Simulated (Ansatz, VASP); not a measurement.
## Rh in VASP and in Ansatz

The input INCAR:

```
SYSTEM = Rh
PREC = Accurate ; ENCUT = 520
EDIFF = 1E-6 ; ISMEAR = 0
SIGMA = 0.1 ; LREAL = .FALSE.
LASPH = .TRUE. ; NELM = 80
ALGO = Fast ; ISIF = 2
LWAVE = .FALSE. ; LCHARG = .FALSE.
GGA = PE ; NBANDS = 22
```

Contents of KPOINTS:

```
regular mesh
0
G
  9 7 25
  0 0 0
```

The input POSCAR:

```
Rh
1.0
    3.8679403862      0.0000000110     -0.0001804878
    0.0000000155      5.4700937182      0.0006638721
   -1.9340326301      1.3676858258      1.3465615330
Rh
2
Direct
    0.0000000000      0.5000000000      0.0000000000
    0.0000000000      0.0000000000      0.0000000000
```

Input for Ansatz:

```yaml
crystal:
  lattice:
    - [3.8679403862, 1.1e-08, -0.0001804878]
    - [1.55e-08, 5.4700937182, 0.0006638721]
    - [-1.9340326301, 1.3676858258, 1.346561533]
  atoms:
    - { symbol: Rh, position: [0.0, 0.5, 0.0] }
    - { symbol: Rh, position: [0.0, 0.0, 0.0] }
basis:
  ecutwfc: 420
kpoints:
  mp_grid: { grid: [9, 7, 25] }
hamiltonian:
  xc: pbe
scf:
  occupations: { method: gaussian, width: 0.1 }
output:
  forces: true
  stress: true
  eigenvalues: true
```

Change from the starting cell: band edges of the strained film's bulk.

Alike in both runs: task single point; functional PBE; k mesh 9 × 7 × 25; occupations gaussian, width 0.1 eV; no spin polarisation.

```csv
,VASP,Ansatz
version,VASP 6.6.1,Ansatz 0.2.0
potentials or method,"VASP PAW PBE potentials, release 64 (Rh_pv), cutoff 520 eV","scalar-relativistic, plane waves, PAW"
valence electrons in the cell,30,34
```

|  | VASP | Ansatz | Ansatz less VASP |
| --- | --- | --- | --- |
| gap on the k mesh at the Fermi level (eV) | none | none | - |
| pressure (GPa) | -3.4 | -3.4 | -0.01 |
| traceless stress, the component that is largest in VASP (GPa) | 3.31 | 3.31 | 0.000 |

A gap of «none» marks a metal or a gap that the smearing closes. VASP's potentials hold 30 valence electrons a cell and Ansatz's 34, so a difference there can come from the potentials and not from the codes.
